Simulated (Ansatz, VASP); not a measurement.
## One calculation of SrB, two programs

The input POSCAR:

```
SrB
1.0
    0.0000000000      2.9516675736      2.9516675736
    2.9516675736      0.0000000000      2.9516675736
    2.9516675736      2.9516675736      0.0000000000
Sr B
1 1
Direct
    0.5000000000      0.5000000000      0.5000000000
    0.0000000000      0.0000000000      0.0000000000
```

File INCAR.step1:

```
SYSTEM = SrB
PREC     = Accurate       ! precision mode
ENCUT    = 520            ! plane-wave cutoff, eV
ISMEAR   = 0              ! smearing method
SIGMA    = 0.05           ! smearing width, eV
LREAL    = .FALSE.        ! projectors in reciprocal space
LASPH    = .TRUE.         ! aspherical terms in the spheres
NELM     = 80             ! most SCF steps
NBANDS   = 14             ! bands
GGA      = PE             ! functional
ALGO     = Normal         ! electronic algorithm
EDIFF    = 1E-4           ! SCF threshold, eV
LWAVE    = .TRUE.         ! write WAVECAR
LCHARG   = .FALSE.        ! write CHGCAR
```

File INCAR.step2:

```
SYSTEM = SrB
PREC     = Accurate       ! precision mode
ENCUT    = 520            ! plane-wave cutoff, eV
EDIFF    = 1E-6           ! SCF threshold, eV
ISMEAR   = 0              ! smearing method
SIGMA    = 0.05           ! smearing width, eV
LREAL    = .FALSE.        ! projectors in reciprocal space
LASPH    = .TRUE.         ! aspherical terms in the spheres
NELM     = 80             ! most SCF steps
ALGO     = Normal         ! electronic algorithm
ISIF     = 2              ! what is computed and relaxed
LWAVE    = .FALSE.        ! write WAVECAR
LCHARG   = .FALSE.        ! write CHGCAR
METAGGA  = R2SCAN         ! meta-GGA
LMIXTAU  = .TRUE.       
NBANDS   = 14             ! bands
ISTART   = 1
```

File KPOINTS:

```
Automatic mesh
0
G
  10 10 10
  0 0 0
```

Input for Ansatz:

```yaml
crystal:
  lattice:
    - [0.0, 2.9516675736, 2.9516675736]
    - [2.9516675736, 0.0, 2.9516675736]
    - [2.9516675736, 2.9516675736, 0.0]
  atoms:
    - { symbol: Sr, position: [0.5, 0.5, 0.5] }
    - { symbol: B, position: [0.0, 0.0, 0.0] }
basis:
  ecutwfc: 500
  ecutrho_ratio: 4
kpoints:
  mp_grid: { grid: [10, 10, 10] }
hamiltonian:
  xc: r2scan
scf:
  occupations: { method: gaussian, width: 0.05 }
output:
  forces: true
  stress: true
  eigenvalues: true
```

Alike in both runs: task single point; functional r2SCAN; k mesh 10 × 10 × 10; occupations gaussian, width 0.05 eV; no spin polarisation.

```csv
,VASP,Ansatz
version,VASP 6.6.1,Ansatz 0.2.0
potentials or method,"VASP PAW PBE potentials, release 64 (Sr_sv, B), cutoff 520 eV","scalar-relativistic, plane waves, PAW"
valence electrons in the cell,13,13
```

|  | VASP | Ansatz | Ansatz less VASP |
| --- | --- | --- | --- |
| gap on the k mesh at the Fermi level (eV) | none | none | - |
| pressure (GPa) | 1.7 | 1.6 | -0.07 |

VASP's potentials were made for PBE, not for r2SCAN. A gap of «none» marks a metal or a gap that the smearing closes. With one functional, cell and mesh, what is left measures potentials, basis and numerics.
